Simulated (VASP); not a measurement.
# Si6O in VASP: relaxation of the atoms with PBE

Aim: the relaxation of the atoms of Si6O with PBE.

All numbers are computed with VASP 6.6.1; they aren't measurements. Logs are shortened: lines on timing, memory, paths and dates and some standing lists are left out, and cuts for length are marked.

**1. The cell of the first run**

The cell holds a slab with vacuum, 7 atoms: a = 3.851 Å, b = 3.851 Å, c = 22.532 Å, α = 90.00°, β = 90.00°, γ = 120.00°.

**2. Relaxation of the atoms, PBE, collinear spin, ferromagnetic start**

File INCAR:

```
SYSTEM = Si6O
PREC     = Accurate       ! precision mode
ENCUT    = 520            ! plane-wave cutoff, eV
EDIFF    = 1E-7           ! SCF threshold, eV
ISMEAR   = 0              ! smearing method
SIGMA    = 0.05           ! smearing width, eV
LREAL    = .False.        ! projectors in reciprocal space
LASPH    = .True.         ! aspherical terms in the spheres
NELM     = 200            ! most SCF steps
ALGO     = Normal         ! electronic algorithm
ISIF     = 2              ! what is computed and relaxed
LWAVE    = .False.        ! write WAVECAR
LCHARG   = .False.        ! write CHGCAR
ISPIN    = 2              ! spin polarisation
MAGMOM   = 0 0 0 0 0 0 2  ! initial moments
LORBIT   = 11             ! projections on sites
LDIPOL   = .True.       
IDIPOL   = 3            
DIPOL    = 0.5 0.5 0.365
GGA      = PE             ! functional
IBRION   = 2              ! ionic algorithm
NSW      = 36             ! ionic steps
EDIFFG   = -0.025         ! ionic threshold
GGA_COMPAT= .False.      
NELMIN   = 4            
NELMDL   = -8           
KPAR     = 4
```

File KPOINTS:

```
regular mesh
0
Gamma
  9 9 1
  0 0 0
```

File POSCAR:

```
Si6O
1.0
    3.8510821442      0.0000000000      0.0000000000
   -1.9255410721      3.3351349689      0.0000000000
    0.0000000000      0.0000000000     22.5320436023
Si O
6 1
Selective dynamics
Direct
    0.6666666667      0.3333333333      0.1775249538  F F F
    0.3333333333      0.6666666667      0.2130781088  F F F
    0.3333333333      0.6666666667      0.3187611744  F F F
    0.6666666667      0.3333333333      0.3526876124  F F F
    0.6666666667      0.3333333333      0.4598253233  F F F
    0.3333333333      0.6666666667      0.4896157578  F F F
    0.5000000000      1.0000000000      0.5411824557  F F T
```

Potentials or basis: VASP PAW PBE potentials, release 64 (Si, O).

Command:

```
$ cat potpaw_PBE.64/Si/POTCAR potpaw_PBE.64/O/POTCAR > POTCAR
$ mpirun -np 4 vasp_std > vasp.out
```

OUTCAR:

```text
SYSTEM = Si6O
   PREC = Accurate
   ENCUT = 520
   EDIFF = 1E-7
   ISMEAR = 0
   LREAL = .False.
   LASPH = .True.
   NELM = 200
   ISIF = 2
   ISPIN = 2
   LORBIT = 11
   GGA = PE
   IBRION = 2
   NSW = 36
   EDIFFG = -0.025
   NELMIN = 4
   NELMDL = -8

 ion  position               nearest neighbor table
   1  0.667  0.333  0.178-   2 2.36   2 2.36   2 2.36
   2  0.333  0.667  0.213-   1 2.36   1 2.36   1 2.36   3 2.38
   3  0.333  0.667  0.319-   4 2.35   4 2.35   4 2.35   2 2.38
   4  0.667  0.333  0.353-   3 2.35   3 2.35   3 2.35   5 2.41
   5  0.667  0.333  0.460-   7 2.14   6 2.32   6 2.32   6 2.32   4 2.41
   6  0.333  0.667  0.490-   7 1.61   5 2.32   5 2.32   5 2.32
   7  0.500  0.000  0.541-   6 1.61   5 2.14

  LATTYP: Found a hexagonal cell.
 ALAT       =     3.8510821442
 C/A-ratio  =     5.8508343262

  Lattice vectors:

 A1 = (   3.8510821442,   0.0000000000,   0.0000000000)
 A2 = (  -1.9255410721,   3.3351349689,   0.0000000000)
 A3 = (   0.0000000000,   0.0000000000,  22.5320436023)

Analysis of symmetry for initial positions (statically):
=====================================================================
 Subroutine PRICEL returns:
 Original cell was already a primitive cell.

 Routine SETGRP: Setting up the symmetry group for a
 hexagonal supercell.

 Subroutine GETGRP returns: Found  2 space group operations
 (whereof  2 operations were pure point group operations)
 out of a pool of 24 trial point group operations.

The static configuration has the point symmetry C_1h.

Analysis of symmetry for dynamics (positions and initial velocities):
=====================================================================
 Subroutine PRICEL returns:
 Original cell was already a primitive cell.

 Routine SETGRP: Setting up the symmetry group for a
 hexagonal supercell.

 Subroutine GETGRP returns: Found  2 space group operations
 (whereof  2 operations were pure point group operations)
 out of a pool of 24 trial point group operations.

The dynamic configuration has the point symmetry C_1h.

Analysis of constrained symmetry for selective dynamics:
=====================================================================
 Subroutine PRICEL returns:
 Original cell was already a primitive cell.

 Routine SETGRP: Setting up the symmetry group for a
 hexagonal supercell.

 Subroutine GETGRP returns: Found  2 space group operations
 (whereof  2 operations were pure point group operations)
 out of a pool of 24 trial point group operations.

The constrained configuration has the point symmetry C_1h.

Analysis of structural, dynamic, and magnetic symmetry:
=====================================================================
 Subroutine PRICEL returns:
 Original cell was already a primitive cell.

 Routine SETGRP: Setting up the symmetry group for a
 hexagonal supercell.

 Subroutine GETGRP returns: Found  2 space group operations
 (whereof  2 operations were pure point group operations)
 out of a pool of 24 trial point group operations.

The overall configuration has the point symmetry C_1h.

 Subroutine INISYM returns: Found  2 space group operations
 (whereof  2 operations are pure point group operations),
 and found     1 'primitive' translations

----------------------------------------------------------------------------------------

                                     Primitive cell

  volume of cell :     289.3988

  direct lattice vectors                    reciprocal lattice vectors
[... 152 lines left out ...]
------------------------ aborting loop because EDIFF is reached ----------------------------------------

  FORCE on cell =-STRESS in cart. coord.  units (eV):
  Direction    XX          YY          ZZ          XY          YZ          ZX
  --------------------------------------------------------------------------------------
  -------------------------------------------------------------------------------------
  Total        1.4684817      2.2096625     -0.3336785      0.0000000      0.5544813      0.0000000
  in kB        8.1298462     12.2331907     -1.8473198      0.0000000      3.0697338      0.0000000
  external PRESSURE =       6.1719057 kB  Pullay stress =       0.0000000 kB

 VOLUME and BASIS-vectors are now :
 -----------------------------------------------------------------------------
  energy-cutoff  :      520.00
  volume of cell :      289.40
      direct lattice vectors                 reciprocal lattice vectors
     3.851082144  0.000000000  0.000000000     0.259667273  0.149918970  0.000000000
    -1.925541072  3.335134969  0.000000000     0.000000000  0.299837940  0.000000000
     0.000000000  0.000000000 22.532043602     0.000000000  0.000000000  0.044381238

 POSITION                                       TOTAL-FORCE (eV/Angst)
 -----------------------------------------------------------------------------------
      1.92554      1.11171      4.00000         0.000000     -0.009143      0.485735
     -0.00000      2.22342      4.80109         0.000000      0.007783     -0.622132
     -0.00000      2.22342      7.18234         0.000000     -0.031696     -0.050734
      1.92554      1.11171      7.94677         0.000000     -0.002842      0.010233
      1.92554      1.11171     10.36080        -0.000000      0.529468      0.722340
     -0.00000      2.22342     11.03204         0.000000     -1.151574     -0.161152
      1.92554      0.00000     12.19395         0.000000      0.658005     -0.384290
 -----------------------------------------------------------------------------------
    total drift:                                0.000001     -0.000026     -0.000737

  FREE ENERGIE OF THE ION-ELECTRON SYSTEM (eV)
  ---------------------------------------------------
  free  energy   TOTEN  =       -37.1622137803 eV

  energy  without entropy=      -37.1605339007  energy(sigma->0) =      -37.16137384

--------------------------------------- Ionic step        2  -------------------------------------------

 number of electron      30.0000005 magnetization      -0.4455639

 dipolmoment           0.000000      0.000000      0.141314 electrons x Angstroem

 Free energy of the ion-electron system (eV)
  ---------------------------------------------------
  ext. energy  EPLUGINS =         0.00000000
  ---------------------------------------------------
  free energy    TOTEN  =       -37.16568524 eV

  energy without entropy =      -37.16410165  energy(sigma->0) =      -37.16489344

 E-fermi :  -0.7718     XC(G=0):  -4.7788

 val. band max:       -0.7894244271   @ k =   0.0000   0.0000   0.0000
 cond. band min:      -0.7714186503   @ k =   0.0000   0.0000   0.0000
 fundamental gap:      0.0180057767
 Fermi energy:        -0.7718076315

 spin component 1

 k-point     1 :       0.0000    0.0000    0.0000
  band No.  band energies     occupation
      1     -19.9217      1.00000
      2     -12.3646      1.00000
      3     -11.3219      1.00000
      4     -10.4512      1.00000
      5      -6.4063      1.00000
      6      -5.3478      1.00000
[... 541 lines left out ...]
     19       2.7823      0.00000
     20       3.2715      0.00000

 [... further k-points ...]

 spin component 2

 k-point     1 :       0.0000    0.0000    0.0000
  band No.  band energies     occupation
      1     -19.8007      1.00000
      2     -12.4079      1.00000
      3     -11.4003      1.00000
      4     -10.4618      1.00000
      5      -6.5127      1.00000
      6      -5.3222      1.00000
[... 541 lines left out ...]
     19       2.7111      0.00000
     20       3.1875      0.00000

 [... further k-points ...]

------------------------ aborting loop because EDIFF is reached ----------------------------------------

 vacuum level on the upper side and lower side of the slab       (xc-potential included)         0.945        -1.036

  FORCE on cell =-STRESS in cart. coord.  units (eV):
  Direction    XX          YY          ZZ          XY          YZ          ZX
  --------------------------------------------------------------------------------------
  -------------------------------------------------------------------------------------
  Total        1.4843037      2.6388918      0.1333906      0.0000000      0.8943818      0.0000000
  in kB        8.2174403     14.6095010      0.7384806      0.0000000      4.9514999      0.0000000
  external PRESSURE =       7.8551406 kB  Pullay stress =       0.0000000 kB

 VOLUME and BASIS-vectors are now :
 -----------------------------------------------------------------------------
  energy-cutoff  :      520.00
  volume of cell :      289.40
      direct lattice vectors                 reciprocal lattice vectors
     3.851082144  0.000000000  0.000000000     0.259667273  0.149918970  0.000000000
    -1.925541072  3.335134969  0.000000000     0.000000000  0.299837940  0.000000000
     0.000000000  0.000000000 22.532043602     0.000000000  0.000000000  0.044381238

 POSITION                                       TOTAL-FORCE (eV/Angst)
 -----------------------------------------------------------------------------------
      1.92554      1.11171      4.00000        -0.000000     -0.008878      0.486543
     -0.00000      2.22342      4.80109        -0.000000      0.008111     -0.621080
     -0.00000      2.22342      7.18234        -0.000000     -0.032867     -0.052233
      1.92554      1.11171      7.94677        -0.000000     -0.001585      0.010783
      1.92554      1.11171     10.36080         0.000000      0.547865      0.700625
     -0.00000      2.22342     11.03204        -0.000000     -1.492511     -0.539237
      1.92554      0.00000     12.17541        -0.000000      0.979866      0.014600
 -----------------------------------------------------------------------------------
    total drift:                                0.000001      0.000038     -0.000341

  FREE ENERGIE OF THE ION-ELECTRON SYSTEM (eV)
  ---------------------------------------------------
  free  energy   TOTEN  =       -37.1656852407 eV

  energy  without entropy=      -37.1641016488  energy(sigma->0) =      -37.16489344

 reached required accuracy - stopping structural energy minimisation

 vacuum level on the upper side and lower side of the slab         6.006         3.983

 total charge

# of ion       s       p       d       tot
------------------------------------------
    1        0.798   0.840   0.000   1.638
    2        0.757   0.908   0.000   1.666
    3        0.764   0.913   0.000   1.677
    4        0.768   0.907   0.000   1.675
    5        0.763   0.894   0.000   1.658
    6        0.761   0.937   0.000   1.699
    7        1.595   3.409   0.000   5.004
--------------------------------------------------
tot          6.208   8.808   0.000  15.016

 magnetization (x)

# of ion       s       p       d       tot
------------------------------------------
    1       -0.028  -0.141   0.000  -0.168
    2       -0.003  -0.011   0.000  -0.014
    3       -0.007  -0.026   0.000  -0.033
    4        0.003   0.005   0.000   0.008
    5        0.005   0.007   0.000   0.011
    6       -0.001   0.009   0.000   0.008
    7        0.001   0.073   0.000   0.074
--------------------------------------------------
tot         -0.030  -0.084   0.000  -0.114
```

Run time: 6.6 min. Hardware: 4 MPI ranks of Intel Xeon Platinum 8488C (Sapphire Rapids), shared host; peak memory 0.67 GiB.

Results:

```
Free energy                                           : -37.1657 eV
Energy gained by relaxing                             : 0.5 meV/atom
Ionic steps                                           : 2
Net moment                                            : -0.45 μB per cell
Site moments                                          : Si -0.17, -0.01, -0.03, +0.01 (each value once); O +0.07 μB
Valence electrons inside the program's atomic spheres : Si 1.64, 1.67, 1.68, 1.66, 1.70 (each value once); O 5.00
```

Step by step:
```csv
step,energy change (eV),largest force on free atoms (eV/Å),pressure (GPa)
1,0.0000,0.3843,0.62
2,-0.0035,0.0146,0.79
```

Final structure:
```
Si O
1.0
     3.85108    0.00000    0.00000
    -1.92554    3.33513    0.00000
     0.00000    0.00000   22.53204
Si O
6 1
Direct
  0.66667 0.33333 0.17752
  0.33333 0.66667 0.21308
  0.33333 0.66667 0.31876
  0.66667 0.33333 0.35269
  0.66667 0.33333 0.45983
  0.33333 0.66667 0.48962
  0.50000 0.00000 0.54036
```

Caveat: a moment this small can come from the mesh or the smearing.
